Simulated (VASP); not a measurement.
Wanted: the native input for a VASP 6.6.1 run.

```
Task                   : single point
Functional             : PBEsol
Potentials or basis    : VASP PAW PBE potentials, release 64 (O, H, Na_pv, Br)
Cutoff                 : 520 eV
k mesh                 : 1 × 1 × 1
Occupations            : fermi-dirac, width 0.02 eV
Spin                   : no spin polarisation
Dipole correction      : no
Further INCAR settings : LREAL = Auto; ALGO = Normal; EDIFF = 1e-06; NBANDS = 58
```

The structure of NaH16BrO8 lies in POSCAR:

```
NaH16BrO8
1.0
    5.0564600000      0.0000000000      0.0000000000
    0.0000000000      5.2972430000      0.0000000000
    0.0000000000      0.0000000000      5.6625460000
O H Na Br
8 16 1 1
Direct
    0.8616897988      0.5826804623      0.1202286039
    0.7487253929      0.4969188689      0.6669967891
    0.1393069460      0.2694609252      0.7287534618
    0.5790216871      1.0582486022      0.5807988138
    0.2455670568      0.7765360207      0.8774674855
    1.0054662748      0.8793819728      0.4739564147
    0.4649893404      0.9849651979      0.1821265558
    0.8205938542     -0.0086082515      0.9322484974
    0.9918401411      0.6184160326      0.2465675334
    0.6684716185      0.5870034658      0.2158039864
    0.6169138093      0.6139608849      0.7377953309
    0.6609762561      0.3242441398      0.6070944059
    0.2949494310      0.2851860864      0.6204276310
   -0.0158411220      0.4001704283      0.6692749163
    0.5005873674      1.0040317199      0.4159613008
    0.7419419910      0.9759038806      0.4731970389
    0.2523702353      0.6012750406      0.9104385201
    0.0382481024      0.8184823690      0.8845137858
    1.1446545607      0.8529342528      0.3637409745
    1.0996230564      0.9978964529      0.6091429544
    0.6008551437      1.0545863197      0.0553284689
    0.4117307365      0.8341508970      0.0957166617
    0.6780830858      0.0281467171      0.8024658873
    0.7920956559     -0.1972913080      1.0013870086
    0.1026607548      0.2069567131      0.0830898327
    0.3590852098      0.5043567003      0.3243593959
```

These files were run (other wordings do the same):

INCAR

```
ALGO = Normal
EDIFF = 1E-6
ENCUT = 520
GGA = PS
ISIF = 2
ISMEAR = -1
LASPH = True
LCHARG = False
LREAL = Auto
LWAVE = False
NBANDS = 58
NELM = 80
PREC = Accurate
SIGMA = 0.02
```

KPOINTS

```
k-points
0
Gamma
  1 1 1
```

Potentials or basis: VASP PAW PBE potentials, release 64 (O, H, Na_pv, Br).

Command:

```sh
$ cat potpaw_PBE.64/O/POTCAR potpaw_PBE.64/H/POTCAR potpaw_PBE.64/Na_pv/POTCAR potpaw_PBE.64/Br/POTCAR > POTCAR
$ mpirun -np 1 vasp_gam > vasp.out
```

It gave:

```yaml
Pressure: 23.7 GPa
Largest_force: 2.601 eV/Å
Band_gap_on_the_k_mesh: 4.81 eV
```

Caveat: the k points lie up to 1.24 Å⁻¹ apart; the PAW data sets were made with another functional, which shifts forces and pressure a little.

It took 15 s on 1 thread of AMD EPYC 9R45 96-Core Processor (Zen 5) (shared host), peak memory 0.2 GiB.
